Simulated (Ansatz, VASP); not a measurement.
# HgH3 in VASP and in Ansatz

```
Hg H
1.0
     3.72087    0.00000    0.00000
    -1.86044    3.22237    0.00000
     0.00000    0.00000    3.70761
Hg H
1 3
Direct
  0.00000 0.00000 0.00000
  0.33333 0.66667 0.00000
  0.66667 0.33333 0.00000
  0.00000 0.00000 0.50000
```

Alike in both runs: functional PBE; k mesh 6 × 6 × 6; occupations gaussian, width 0.1 eV; no spin polarisation.

Ansatz relaxed the structure, and its values are those at the end. VASP's run is a single point on that final structure, the one shown.

|  | VASP | Ansatz |
| --- | --- | --- |
| version | VASP 6.6.1 | Ansatz 0.2.0 |
| potentials or method | VASP PAW PBE potentials, release 64 (Hg_sv_GW, H), cutoff 550 eV | scalar-relativistic, plane waves, PAW |
| valence electrons in the cell | 23 | 23 |

|  | VASP | Ansatz | Ansatz less VASP |
| --- | --- | --- | --- |
| gap on the k mesh at the Fermi level (eV) | none | none | - |
| pressure (GPa) | -0.4 | -0.1 | +0.25 |

A gap of «none» marks a metal or a gap that the smearing closes. With one functional, cell and mesh, what is left measures potentials, basis and numerics.

Neither program's run includes spin-orbit coupling.
